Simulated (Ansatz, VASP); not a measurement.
One calculation of SrO, two programs

The input POSCAR:

```
SrO
1.0
    0.0000000000      2.5663000000      2.5663000000
    2.5663000000      0.0000000000      2.5663000000
    2.5663000000      2.5663000000      0.0000000000
Sr O
1 1
Direct
    0.5000000000      0.5000000000      0.5000000000
    0.0000000000      0.0000000000      0.0000000000
```

INCAR.step1

```
SYSTEM = SrO
ALGO     = Normal         ! electronic algorithm
EDIFF    = 1E-5           ! SCF threshold, eV
ENCUT    = 520            ! plane-wave cutoff, eV
GGA      = PE             ! functional
ISIF     = 2              ! what is computed and relaxed
ISMEAR   = -1             ! smearing method
LASPH    = .TRUE.         ! aspherical terms in the spheres
LREAL    = .FALSE.        ! projectors in reciprocal space
LWAVE    = .TRUE.         ! write WAVECAR
NBANDS   = 15             ! bands
NELM     = 80             ! most SCF steps
PREC     = Accurate       ! precision mode
SIGMA    = 0.05           ! smearing width, eV
```

INCAR.step2

```
SYSTEM = SrO
AEXX     = 0.5            ! exact-exchange fraction
ALGO     = Normal         ! electronic algorithm
EDIFF    = 1E-6           ! SCF threshold, eV
ENCUT    = 520            ! plane-wave cutoff, eV
GGA      = PE             ! functional
ISIF     = 2              ! what is computed and relaxed
ISMEAR   = -1             ! smearing method
ISTART   = 1            
LASPH    = .TRUE.         ! aspherical terms in the spheres
LCHARG   = .TRUE.         ! write CHGCAR
LELF     = .TRUE.         ! ELF
LHFCALC  = .TRUE.         ! exact exchange
LREAL    = .FALSE.        ! projectors in reciprocal space
LVHAR    = .TRUE.       
LWAVE    = .FALSE.        ! write WAVECAR
NBANDS   = 15             ! bands
NELM     = 80             ! most SCF steps
PREC     = Accurate       ! precision mode
PRECFOCK = Normal       
SIGMA    = 0.05           ! smearing width, eV
```

KPOINTS

```
k-points
0
G
  5 5 5
  0 0 0
```

File input.yaml:

```yaml
crystal:
  lattice:
    - [0.0, 2.5663, 2.5663]
    - [2.5663, 0.0, 2.5663]
    - [2.5663, 2.5663, 0.0]
  atoms:
    - { symbol: Sr, position: [0.5, 0.5, 0.5] }
    - { symbol: O, position: [0.0, 0.0, 0.0] }
hamiltonian:
  xc: { exchange: pbe, correlation: pbe, exx: { coeff: 0.5 } }
  pseudopotentials: { kind: paw }
kpoints:
  mp_grid: { grid: [5, 5, 5] }
scf:
  occupations: { method: fermi_dirac, width: 0.05 }
output:
  forces: true
  stress: true
  eigenvalues: true
  write_density: true
  write_potential: true
  elf: true
  volumetric_format: npy
```

Alike in both runs: task single point; functional PBE-based global hybrid; k mesh 5 × 5 × 5; occupations fermi-dirac, width 0.05 eV; no spin polarisation.

```csv
,VASP,Ansatz
version,VASP 6.6.1,Ansatz 0.2.0
potentials or method,"VASP PAW PBE potentials, release 64 (Sr_sv, O)",Ansatz PAW
plane-wave cutoff (eV),520,420
valence electrons in the cell,16,16
```

Ansatz gave:

```
gap on the k mesh at the Fermi level (eV) : 8.06
least direct gap on the mesh (eV)         : 8.18
pressure (GPa)                            : -1.0
```

Question: Which values does VASP return?

Answer: gap on the k mesh at the Fermi level (eV): 8.03; least direct gap on the mesh (eV): 8.16; pressure (GPa): -0.7.

VASP's potentials were made for PBE, not for PBE-based global hybrid.

The k mesh is coarse, so the values compare programs but aren't converged. Noted on Ansatz's run: odd divisions of the mesh miss points on the zone boundary, where band edges often lie, so the gap on the mesh can be too wide.
